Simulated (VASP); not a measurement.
# In5GaP6 (P4/mmm) in VASP: notebook

The runs below take In5GaP6 through single point, relaxation of cell and atoms, with PBE.

Everything below comes from runs of VASP 6.6.1. Logs are shortened: lines on timing, memory, paths and dates and some standing lists are left out, and cuts for length are marked.

## (1) The cell of the first run

Symmetry: P4/mmm, No. 123, tetragonal system. Conventional cell: a = 3.918 Å, b = 3.918 Å, c = 16.168 Å, α = 90.00°, β = 90.00°, γ = 90.00°. Within 3.5 Å of In (site symmetry 4mm) lie 6 P at 2.62 to 2.78 Å. Within 3.6 Å of In (site symmetry 4mm) lie 6 P at 2.74 to 2.90 Å. In (site symmetry 4/mmm) has 6 P at 2.77 Å within 3.7 Å. Within 3.2 Å of Ga (site symmetry 4/mmm) lie 6 P at 2.45 to 2.77 Å. P (site symmetry 4/mmm) has 2 In at 2.62 Å and 4 Ga at 2.77 Å within 3.5 Å. Within 3.2 Å of P (site symmetry 4mm) lie 1 Ga at 2.45 Å and 5 In at 2.78 to 2.90 Å. P (site symmetry 4mm) has 6 In at 2.70 to 2.77 Å within 3.6 Å. P (site symmetry 4/mmm) has 6 In at 2.74 to 2.77 Å within 3.6 Å.

## (2) Single point, PBE

INCAR reads:

```
ALGO = Normal
EDIFF = 1E-7
ENCUT = 520
GGA = PE
ISIF = 2
ISMEAR = 0
LASPH = T
LCHARG = T
LELF = T
LREAL = F
LVHAR = T
LWAVE = F
NBANDS = 66
NELM = 100
PREC = Accurate
SIGMA = 0.1
```

KPOINTS reads:

```
k-points
0
Gamma
  4 4 1
```

POSCAR reads:

```
In5GaP6
1.0
    3.9175822792      0.0000000000      0.0000000000
    0.0000000000      3.9175822792      0.0000000000
    0.0000000000      0.0000000000     16.1676694977
In Ga P
5 1 6
Direct
    0.0000000000      0.0000000000      0.8382303506
    0.0000000000      0.0000000000      0.1617696494
    0.5000000000      0.5000000000      0.3305469508
    0.0000000000      0.0000000000      0.5000000000
    0.5000000000      0.5000000000      0.6694530492
    0.5000000000      0.5000000000      0.0000000000
    0.0000000000      0.0000000000      0.0000000000
    0.5000000000      0.5000000000      0.1513751932
    0.0000000000      0.0000000000      0.3284854400
    0.5000000000      0.5000000000      0.5000000000
    0.0000000000      0.0000000000      0.6715145600
    0.5000000000      0.5000000000      0.8486248068
```

Potentials or basis: VASP PAW PBE potentials, release 64 (In_d, Ga_d, P).

On the command line:

```console
$ cat potpaw_PBE.64/In_d/POTCAR potpaw_PBE.64/Ga_d/POTCAR potpaw_PBE.64/P/POTCAR > POTCAR
$ mpirun -np 1 vasp_std > vasp.out
```

OUTCAR:

```text
EDIFF = 1E-7
   ENCUT = 520
   GGA = PE
   ISIF = 2
   ISMEAR = 0
   LASPH = T
   LREAL = F
   NELM = 100
   PREC = Accurate

 ion  position               nearest neighbor table
   1  0.000  0.000  0.838-   7 2.62  11 2.70  12 2.78  12 2.78  12 2.78  12 2.78   5 3.89   5 3.89
                             5 3.89   5 3.89
   2  0.000  0.000  0.162-   7 2.62   9 2.70   8 2.78   8 2.78   8 2.78   8 2.78   3 3.89   3 3.89
                             3 3.89   3 3.89
   3  0.500  0.500  0.331-  10 2.74   9 2.77   9 2.77   9 2.77   9 2.77   8 2.90   2 3.89   2 3.89
                             2 3.89   2 3.89   4 3.90   4 3.90   4 3.90   4 3.90
   4  0.000  0.000  0.500-  10 2.77  10 2.77  10 2.77  10 2.77  11 2.77   9 2.77   5 3.90   5 3.90
                             3 3.90   5 3.90   3 3.90   3 3.90   5 3.90   3 3.90
   5  0.500  0.500  0.669-  10 2.74  11 2.77  11 2.77  11 2.77  11 2.77  12 2.90   1 3.89   1 3.89
                             1 3.89   1 3.89   4 3.90   4 3.90   4 3.90   4 3.90
   6  0.500  0.500  0.000-   8 2.45  12 2.45   7 2.77   7 2.77   7 2.77   7 2.77
   7  0.000  0.000  0.000-   1 2.62   2 2.62   6 2.77   6 2.77   6 2.77   6 2.77
   8  0.500  0.500  0.151-   6 2.45   2 2.78   2 2.78   2 2.78   2 2.78   3 2.90
   9  0.000  0.000  0.328-   2 2.70   3 2.77   3 2.77   3 2.77   3 2.77   4 2.77
  10  0.500  0.500  0.500-   3 2.74   5 2.74   4 2.77   4 2.77   4 2.77   4 2.77
  11  0.000  0.000  0.672-   1 2.70   5 2.77   5 2.77   5 2.77   5 2.77   4 2.77
  12  0.500  0.500  0.849-   6 2.45   1 2.78   1 2.78   1 2.78   1 2.78   5 2.90

  LATTYP: Found a simple tetragonal cell.
 ALAT       =     3.9175822792
 C/A-ratio  =     4.1269508451

  Lattice vectors:

 A1 = (   3.9175822792,   0.0000000000,   0.0000000000)
 A2 = (   0.0000000000,   3.9175822792,   0.0000000000)
 A3 = (   0.0000000000,   0.0000000000,  16.1676694977)

Analysis of symmetry for initial positions (statically):
=====================================================================
 Subroutine PRICEL returns:
 Original cell was already a primitive cell.

 Routine SETGRP: Setting up the symmetry group for a
 simple tetragonal supercell.

 Subroutine GETGRP returns: Found 16 space group operations
 (whereof 16 operations were pure point group operations)
 out of a pool of 16 trial point group operations.

The static configuration has the point symmetry D_4h.

Analysis of symmetry for dynamics (positions and initial velocities):
=====================================================================
 Subroutine PRICEL returns:
 Original cell was already a primitive cell.

 Routine SETGRP: Setting up the symmetry group for a
 simple tetragonal supercell.

 Subroutine GETGRP returns: Found 16 space group operations
 (whereof 16 operations were pure point group operations)
 out of a pool of 16 trial point group operations.

The dynamic configuration has the point symmetry D_4h.

 Subroutine INISYM returns: Found 16 space group operations
 (whereof 16 operations are pure point group operations),
 and found     1 'primitive' translations

----------------------------------------------------------------------------------------

                                     Primitive cell

  volume of cell :     248.1325

  direct lattice vectors                    reciprocal lattice vectors
     3.917582279  0.000000000  0.000000000     0.255259476  0.000000000  0.000000000
     0.000000000  3.917582279  0.000000000     0.000000000  0.255259476  0.000000000
     0.000000000  0.000000000 16.167669498     0.000000000  0.000000000  0.061851833

  length of vectors
     3.917582279  3.917582279 16.167669498     0.255259476  0.255259476  0.061851833

  position of ions in fractional coordinates (direct lattice)
     0.000000000  0.000000000  0.838230351
     0.000000000  0.000000000  0.161769649
     0.500000000  0.500000000  0.330546951
     0.000000000  0.000000000  0.500000000
     0.500000000  0.500000000  0.669453049
     0.500000000  0.500000000  0.000000000
     0.000000000  0.000000000  0.000000000
[... 53 lines left out ...]
   EFERMI_NEDOS =   21; number of points for ismear=-14 and -15
   IALGO  =     38    algorithm
   IMIX   =      4    mixing-type and parameters
     AMIX     =   0.40;   BMIX     =  1.00
     AMIX_MAG =   1.60;   BMIX_MAG =  1.00
  volume/ion in A,a.u.               =      20.68       139.54
  Fermi-wavevector in a.u.,A,eV,Ry     =   1.240666  2.344519 20.942794  1.539252
  Thomas-Fermi vector in A             =   2.375097
   LORBIT       =      0    0 simple, 1 ext, 2 COOP (PROOUT), +10 PAW based schemes
   GGA     = PE    functional components
   LHFCALC =     F    Hartree Fock is set to
   AEXX    =    0.0000 exact exchange contribution
   IVDW    =     0    specifies the selected vdW correction
   LEPSILON=     F    determine dielectric tensor
   LRPA    =     F    only Hartree local field effects (RPA)
 non-spin polarized calculation
 Gauss-broadening in eV      SIGMA  =   0.10
  energy-cutoff  :      520.00
  volume of cell :      248.13
 maximum number of plane-waves:      6701
 NGX is ok and might be reduce to    30
   NGX = 15   NGY = 15   NGZ = 61

 number of electron     108.0000012 magnetization

 Free energy of the ion-electron system (eV)
  ---------------------------------------------------
  ext. energy  EPLUGINS =         0.00000000
  ---------------------------------------------------
  free energy    TOTEN  =       -47.26992834 eV

  energy without entropy =      -47.24486815  energy(sigma->0) =      -47.25739825

 E-fermi :   6.9950     XC(G=0): -10.4430

 val. band max:        6.9434845453   @ k =   0.5000   0.0000   0.0000
 cond. band min:       7.0917132169   @ k =   0.2500   0.0000   0.0000
 fundamental gap:      0.1482286716
 Fermi energy:         6.9949840573

 k-point     1 :       0.0000    0.0000    0.0000
  band No.  band energies     occupation
      1      -7.7839      2.00000
      2      -7.7221      2.00000
      3      -7.6773      2.00000
      4      -7.6419      2.00000
      5      -7.6391      2.00000
      6      -7.5872      2.00000
[... 403 lines left out ...]
     65      12.4202      0.00000
     66      12.4226      0.00000

------------------------ aborting loop because EDIFF is reached ----------------------------------------

  FORCE on cell =-STRESS in cart. coord.  units (eV):
  Direction    XX          YY          ZZ          XY          YZ          ZX
  --------------------------------------------------------------------------------------
  -------------------------------------------------------------------------------------
  Total       -0.0434294     -0.0434294     -0.1213587      0.0000000      0.0000000      0.0000000
  in kB       -0.2804210     -0.2804210     -0.7836059      0.0000000      0.0000000      0.0000000
  external PRESSURE =      -0.4481493 kB  Pullay stress =       0.0000000 kB

 VOLUME and BASIS-vectors are now :
 -----------------------------------------------------------------------------
  energy-cutoff  :      520.00
  volume of cell :      248.13
      direct lattice vectors                 reciprocal lattice vectors
     3.917582279  0.000000000  0.000000000     0.255259476  0.000000000  0.000000000
     0.000000000  3.917582279  0.000000000     0.000000000  0.255259476  0.000000000
     0.000000000  0.000000000 16.167669498     0.000000000  0.000000000  0.061851833

 POSITION                                       TOTAL-FORCE (eV/Angst)
 -----------------------------------------------------------------------------------
      0.00000      0.00000     13.55223        -0.000000      0.000000     -0.008254
      0.00000      0.00000      2.61544        -0.000000      0.000000      0.008254
      1.95879      1.95879      5.34417        -0.000000      0.000000     -0.007368
      0.00000      0.00000      8.08383        -0.000000      0.000000     -0.000000
      1.95879      1.95879     10.82350        -0.000000     -0.000000      0.007368
      1.95879      1.95879      0.00000        -0.000000      0.000000     -0.000000
      0.00000      0.00000      0.00000        -0.000000      0.000000     -0.000000
      1.95879      1.95879      2.44738        -0.000000     -0.000000      0.018757
      0.00000      0.00000      5.31084         0.000000      0.000000     -0.031312
      1.95879      1.95879      8.08383        -0.000000      0.000000     -0.000000
      0.00000      0.00000     10.85683        -0.000000     -0.000000      0.031312
      1.95879      1.95879     13.72029        -0.000000      0.000000     -0.018757
 -----------------------------------------------------------------------------------
    total drift:                                0.000000      0.000000      0.000000

  FREE ENERGIE OF THE ION-ELECTRON SYSTEM (eV)
  ---------------------------------------------------
  free  energy   TOTEN  =       -47.2699283401 eV

  energy  without entropy=      -47.2448681525  energy(sigma->0) =      -47.25739825
```

Run time: 3.1 min. Hardware: 1 thread of AMD EPYC 7R43 (Zen 3), shared host; peak memory 0.31 GiB.

Results:

- Free energy: -47.2699 eV
- Pressure: 0.0 GPa
- Largest force: 0.031 eV/Å
- Band gap on the k mesh: zero (bands 54 and 55 overlap by 2.20 eV)

Forces in eV/Å, atoms in the order of the input:
```
In   0.000  0.000 -0.008
In   0.000  0.000  0.008
In   0.000  0.000 -0.007
In   0.000  0.000  0.000
In   0.000  0.000  0.007
Ga   0.000  0.000  0.000
P    0.000  0.000  0.000
P    0.000  0.000  0.019
P    0.000  0.000 -0.031
P    0.000  0.000  0.000
P    0.000  0.000  0.031
P    0.000  0.000 -0.019
```

Caveat: the k points lie up to 0.40 Å⁻¹ apart, too coarse for converged energies and pressures of a metal; spin-orbit coupling is left out, which moves the levels of the heavy elements.

## (3) Single point, PBE

This run uses another cell than the first one, of 22.19 Å³/atom.

INCAR reads:

```
PREC = Accurate ; ENCUT = 520
EDIFF = 1E-6 ; ISMEAR = 0
SIGMA = 0.1 ; LREAL = F
LASPH = T ; NELM = 100
ALGO = Normal ; ISIF = 2
LWAVE = F ; LCHARG = F
GGA = PE ; NBANDS = 66
```

KPOINTS reads:

```
regular mesh
0
Gamma
  4 4 1
```

POSCAR reads:

```
In5GaP6
1.0
    3.9740944100      0.0000000000      0.0000000000
    0.0000000000      3.9740944100      0.0000000000
    0.0000000000      0.0000000000     16.8606546400
In Ga P
5 1 6
Direct
    0.0000000000      0.0000000000      0.8333333300
    0.0000000000      0.0000000000      0.1666666700
    0.5000000000      0.5000000000      0.3333333300
    0.0000000000      0.0000000000      0.5000000000
    0.5000000000      0.5000000000      0.6666666700
    0.5000000000      0.5000000000      0.0000000000
    0.0000000000      0.0000000000      0.0000000000
    0.5000000000      0.5000000000      0.1666666700
    0.0000000000      0.0000000000      0.3333333300
    0.5000000000      0.5000000000      0.5000000000
    0.0000000000      0.0000000000      0.6666666700
    0.5000000000      0.5000000000      0.8333333300
```

Potentials or basis: VASP PAW PBE potentials, release 64 (In_d, Ga_d, P).

On the command line:

```console
$ cat potpaw_PBE.64/In_d/POTCAR potpaw_PBE.64/Ga_d/POTCAR potpaw_PBE.64/P/POTCAR > POTCAR
$ mpirun -np 1 vasp_std > vasp.out
```

Run time: 3.5 min. Hardware: 1 thread of AMD EPYC 7R43 (Zen 3), shared host; peak memory 0.32 GiB.

It converged, with:

| Property | Result |
| --- | --- |
| Free energy | -46.7699 eV |
| Pressure | -4.2 GPa |
| Largest force | 0.274 eV/Å |
| Band gap on the k mesh | zero (bands 54 and 55 overlap by 2.21 eV) |

Forces in eV/Å, atoms in the order of the input:
```
In   0.000  0.000  0.167
In   0.000  0.000 -0.167
In   0.000  0.000 -0.046
In   0.000  0.000  0.000
In   0.000  0.000  0.046
Ga   0.000  0.000  0.000
P    0.000  0.000  0.000
P    0.000  0.000 -0.274
P    0.000  0.000 -0.003
P    0.000  0.000  0.000
P    0.000  0.000  0.003
P    0.000  0.000  0.274
```

Stress tensor (GPa, compression positive):
```
-3.21  0.00  0.00
 0.00 -3.21  0.00
 0.00  0.00 -6.27
```

Levels at points of the mesh, in eV from the Fermi level:
```tsv
k point	band 52	band 53	band 54	band 55	band 56	band 57
(0.00, 0.00, 0.00)	-0.89	-0.82	-0.82	-0.27	-0.27	-0.25
(0.50, 0.00, 0.00)	0.00	0.01	0.01	1.87	2.15	2.52
(0.50, 0.50, 0.00)	-2.63	-2.21	-2.21	-2.19	-2.19	0.57
```

Caveat: the k points lie up to 0.40 Å⁻¹ apart, too coarse for converged energies and pressures of a metal; spin-orbit coupling is left out, which moves the levels of the heavy elements.

## (4) Relaxation of cell and atoms, PBE

This run uses another cell than the first one, of 22.19 Å³/atom.

INCAR reads:

```
SYSTEM = In5GaP6
ALGO = Normal ; EDIFF = 1E-7
EDIFFG = -0.04 ; ENCUT = 600
GGA = PE ; IBRION = 2
ISIF = 3 ; ISMEAR = 0
LASPH = .True. ; LCHARG = .False.
LREAL = .False. ; LWAVE = .False.
NELM = 80 ; NSW = 90
PREC = Accurate ; SIGMA = 0.1
```

KPOINTS reads:

```
k-points
0
Gamma
  4 4 1
  0 0 0
```

POSCAR is that of step 3.

On the command line:

```console
$ cat potpaw_PBE.64/In_d/POTCAR potpaw_PBE.64/Ga_d/POTCAR potpaw_PBE.64/P/POTCAR > POTCAR
$ mpirun -np 1 vasp_std > vasp.out
```

Run time: 39 min. Hardware: 1 thread of AMD EPYC 7R43 (Zen 3), shared host; peak memory 0.42 GiB.

Results (log left out):

* Free energy: -47.2718 eV
* Relaxed volume: 20.66 Å³/atom
* Relaxed cell: a = 3.916 Å, b = 3.916 Å, c = 16.171 Å, α = 90.00°, β = 90.00°, γ = 90.00°
* Space group after relaxing (to 0.1 Å): P4/mmm (No. 123)
* Energy gained by relaxing: 41.8 meV/atom
* Ionic steps: 14
* Pressure after relaxing: 0.0 GPa
* Largest force after relaxing: 0.035 eV/Å
* Band gap on the k mesh: zero (bands 54 and 55 overlap by 2.21 eV)

Forces in eV/Å, atoms in the order of the input:
```
In   0.000  0.000  0.030
In   0.000  0.000 -0.030
In   0.000  0.000 -0.004
In   0.000  0.000  0.000
In   0.000  0.000  0.004
Ga   0.000  0.000  0.000
P    0.000  0.000  0.000
P    0.000  0.000  0.004
P    0.000  0.000 -0.035
P    0.000  0.000  0.000
P    0.000  0.000  0.035
P    0.000  0.000 -0.004
```

Stress tensor (GPa, compression positive):
```
 0.08  0.00  0.00
 0.00  0.08  0.00
 0.00  0.00 -0.12
```

The path:
| step | energy change (eV) | largest force (eV/Å) | pressure (GPa) | volume (Å³) |
| --- | --- | --- | --- | --- |
| 1 | 0.0000 | 0.2736 | -4.19 | 266.29 |
| 2 | -0.3327 | 0.4939 | 1.13 | 244.51 |
| 3 | -0.3376 | 0.4743 | 0.48 | 246.52 |
| 4 | -0.3766 | 0.4504 | 0.41 | 246.79 |
| 5 | -0.3909 | 0.4192 | 0.42 | 247.05 |
| 6 | -0.4243 | 0.3370 | -0.20 | 249.01 |
| 7 | -0.4496 | 0.1981 | -1.25 | 252.65 |
| 8 | -0.4781 | 0.1362 | -0.82 | 250.73 |
| 9 | -0.4949 | 0.1482 | -0.14 | 248.52 |
| 10 | -0.4962 | 0.1559 | 0.13 | 247.67 |
| 11 | -0.4962 | 0.1550 | 0.10 | 247.77 |
| 12 | -0.4984 | 0.1243 | 0.04 | 247.91 |
| 13 | -0.5001 | 0.0692 | -0.07 | 248.19 |
| 14 | -0.5013 | 0.0354 | 0.01 | 247.96 |

Final structure:
```
CELL_PARAMETERS angstrom
3.91579 0.00000 0.00000
0.00000 3.91579 0.00000
0.00000 0.00000 16.17118
ATOMIC_POSITIONS crystal
In 0.00000 0.00000 0.83780
In 0.00000 0.00000 0.16220
In 0.50000 0.50000 0.33059
In 0.00000 0.00000 0.50000
In 0.50000 0.50000 0.66941
Ga 0.50000 0.50000 0.00000
P 0.00000 0.00000 0.00000
P 0.50000 0.50000 0.15170
P 0.00000 0.00000 0.32881
P 0.50000 0.50000 0.50000
P 0.00000 0.00000 0.67119
P 0.50000 0.50000 0.84830
```

Levels at points of the mesh, in eV from the Fermi level:
```
           k point  band 50  band 51  band 52  band 53  band 54  band 55  band 56  band 57  band 58  band 59
(0.00, 0.00, 0.00)    -1.07    -1.07    -0.86    -0.86    -0.85    -0.38    -0.09    -0.09     0.52     2.79
(0.50, 0.00, 0.00)    -0.34    -0.13    -0.10    -0.07    -0.05     1.81     1.94     2.43     2.53     2.58
(0.50, 0.50, 0.00)    -3.15    -2.79    -2.61    -2.56    -2.43    -2.12    -2.12     0.60     1.03     1.33
```

Caveat: the k points lie up to 0.40 Å⁻¹ apart in the final cell, too coarse for converged energies and pressures of a metal; spin-orbit coupling is left out, which moves the levels of the heavy elements.

## (5) Single point, PBE

INCAR reads:

```
ALGO = Normal ; EDIFF = 1E-6
ENCUT = 500 ; GGA = PE
GGA_COMPAT = F ; ISIF = 2
ISMEAR = 0 ; LASPH = T
LCHARG = F ; LREAL = F
LWAVE = F ; NBANDS = 66
NELM = 120 ; PREC = Accurate
SIGMA = 0.1
```

KPOINTS reads:

```
k-points
0
Gamma
  10 10 4
```

POSCAR reads:

```
In5GaP6
1.0
    3.8825669605      0.0000000000      0.0000000000
    0.0000000000      3.8825669605      0.0000000000
    0.0000000000      0.0000000000     16.4641960931
In Ga P
5 1 6
Direct
    0.0000000000      0.0000000000      0.8365455523
    0.0000000000      0.0000000000      0.1634544477
    0.5000000000      0.5000000000      0.3310913847
    0.0000000000      0.0000000000      0.5000000000
    0.5000000000      0.5000000000      0.6689086153
    0.5000000000      0.5000000000      0.0000000000
    0.0000000000      0.0000000000      0.0000000000
    0.5000000000      0.5000000000      0.1535610805
    0.0000000000      0.0000000000      0.3273695177
    0.5000000000      0.5000000000      0.5000000000
    0.0000000000      0.0000000000      0.6726304823
    0.5000000000      0.5000000000      0.8464389195
```

On the command line:

```console
$ cat potpaw_PBE.64/In_d/POTCAR potpaw_PBE.64/Ga_d/POTCAR potpaw_PBE.64/P/POTCAR > POTCAR
$ mpirun -np 1 vasp_std > vasp.out
```

Run time: 29 min. Hardware: 1 thread of Intel Xeon 8259CL, shared host; peak memory 0.82 GiB.

It converged, with:

```
Free energy            : -47.7288 eV
Pressure               : -0.1 GPa
Largest force          : 0.004 eV/Å
Band gap on the k mesh : zero (bands 54 and 55 overlap by 2.60 eV)
```

Forces in eV/Å, atoms in the order of the input:
```
In   0.000  0.000 -0.002
In   0.000  0.000  0.002
In   0.000  0.000  0.000
In   0.000  0.000  0.000
In   0.000  0.000  0.000
Ga   0.000  0.000  0.000
P    0.000  0.000  0.000
P    0.000  0.000  0.004
P    0.000  0.000 -0.001
P    0.000  0.000  0.000
P    0.000  0.000  0.001
P    0.000  0.000 -0.004
```

Levels at points of the mesh, in eV from the Fermi level:
| k point | band 52 | band 53 | band 54 | band 55 | band 56 | band 57 |
| --- | --- | --- | --- | --- | --- | --- |
| (0.00, 0.00, 0.00) | -0.89 | -0.86 | -0.86 | -0.27 | -0.14 | -0.14 |
| (0.50, 0.00, 0.00) | 0.03 | 0.05 | 0.09 | 2.07 | 2.23 | 2.67 |
| (0.50, 0.50, 0.00) | -2.46 | -2.40 | -2.40 | -2.26 | -2.26 | 0.60 |
| (0.00, 0.00, 0.50) | -1.17 | -0.60 | -0.60 | -0.20 | -0.20 | 0.90 |
| (0.50, 0.00, 0.50) | 0.12 | 0.13 | 0.21 | 2.15 | 2.15 | 2.45 |
| (0.50, 0.50, 0.50) | -2.83 | -2.38 | -2.38 | -1.15 | -0.91 | -0.79 |

Caveat: spin-orbit coupling is left out, which moves the levels of the heavy elements.

## (6) The runs side by side

| task | cell | k mesh | cutoff (eV) | gap on the mesh (eV) | pressure (GPa) | largest force (eV/Å) |
| --- | --- | --- | --- | --- | --- | --- |
| single point | a = 3.918, b = 3.918, c = 16.168 Å, 12 atoms, atomic positions A | 4 × 4 × 1 | 520 | none | 0.0 | 0.03 |
| single point | a = 3.974, b = 3.974, c = 16.861 Å, 12 atoms, atomic positions B | 4 × 4 × 1 | 520 | none | -4.2 | 0.27 |
| relaxation of cell and atoms | relaxed from a = 3.974, b = 3.974, c = 16.861 Å, 12 atoms, atomic positions B | 4 × 4 × 1 | 600 | none | 0.0 | 0.04 |
| single point | a = 3.883, b = 3.883, c = 16.464 Å, 12 atoms, atomic positions C | 10 × 10 × 4 | 500 | none | -0.1 | - |

Alike in all rows: level PBE; potentials or basis VASP PAW PBE potentials, release 64 (In_d, Ga_d, P); no spin polarisation; smearing gaussian 0.1 eV.

Caveats: some runs use coarse meshes; spin-orbit coupling is left out, which moves the levels of the heavy elements.

Total energies depend on the potentials used, so only differences within one code and one set of settings carry meaning.
